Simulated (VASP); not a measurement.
A run of VASP 6.6.1 is set up as follows.

The input INCAR:

```
SYSTEM = FeO
ALGO = Normal
EDIFF = 1E-6
ENCUT = 520
GGA = PS
ISIF = 2
ISMEAR = 0
ISPIN = 2
LASPH = .TRUE.
LCHARG = .FALSE.
LMAXMIX = 4
LORBIT = 11
LREAL = .FALSE.
LWAVE = .FALSE.
MAGMOM = 3 0
NBANDS = 18
NELM = 150
PREC = Accurate
SIGMA = 0.05
```

The input KPOINTS:

```
k-points
0
G
  11 11 11
  0 0 0
```

POSCAR

```
FeO
1.0
    0.0000000000      2.1554000000      2.1554000000
    2.1554000000      0.0000000000      2.1554000000
    2.1554000000      2.1554000000      0.0000000000
Fe O
1 1
Direct
    0.0000000000      0.0000000000      0.0000000000
    0.5000000000      0.5000000000      0.5000000000
```

Potentials or basis: VASP PAW PBE potentials, release 64 (Fe, O).

Launch:

```console
$ cat potpaw_PBE.64/Fe/POTCAR potpaw_PBE.64/O/POTCAR > POTCAR
$ mpirun -np 1 vasp_std > vasp.out
```

Task: Estimate the pressure.

Result: -8.4 GPa.

Task: What does it give for the net moment?

Result: 4.00 μB per cell.

Caveat: the PAW data sets were made with another functional, which shifts forces and pressure a little; a cell with one magnetic atom can't hold antiferromagnetic order, which such compounds often take.
